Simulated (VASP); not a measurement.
Crystal: GaP.

```xyz
4
Lattice="1.9300 1.1143 6.3876 -1.9300 1.1143 6.3876 0.0000 -2.2285 6.3876" Properties=species:S:1:pos:R:3 pbc="T T T"
Ga    0.0000    0.0000   10.8199
Ga    0.0000    0.0000    8.3430
P     0.0000    0.0000   18.0632
P     0.0000    0.0000    1.0997
```

Base run:

```yaml
Program: VASP 6.6.1
Functional: LDA
Potentials_or_basis: VASP PAW LDA potentials, release 64 (Ga_d, P)
Cutoff: 520 eV
k_mesh: 8 × 8 × 8
Occupations: fermi-dirac, width 0.05 eV
Spin: no spin polarisation
```

Its results: band gap on the k mesh 0.73 eV (least direct gap 1.00 eV); pressure -3.4 GPa; largest force 0.142 eV/Å.

Problem. The run is repeated on the same cell with these changes: functional from LDA to PBEsol; potentials or basis from VASP PAW LDA potentials, release 64 (Ga_d, P) to VASP PAW PBE potentials, release 64 (Ga_d, P). What comes out?

Solution. Band gap on the k mesh 0.74 eV (least direct gap 1.05 eV); pressure -1.5 GPa; largest force 0.142 eV/Å.

Caveats: the cell stands under tension (at least some runs); the PAW data sets were made with another functional, which shifts forces and pressure a little (at least some runs).

A k mesh can miss the band edges.
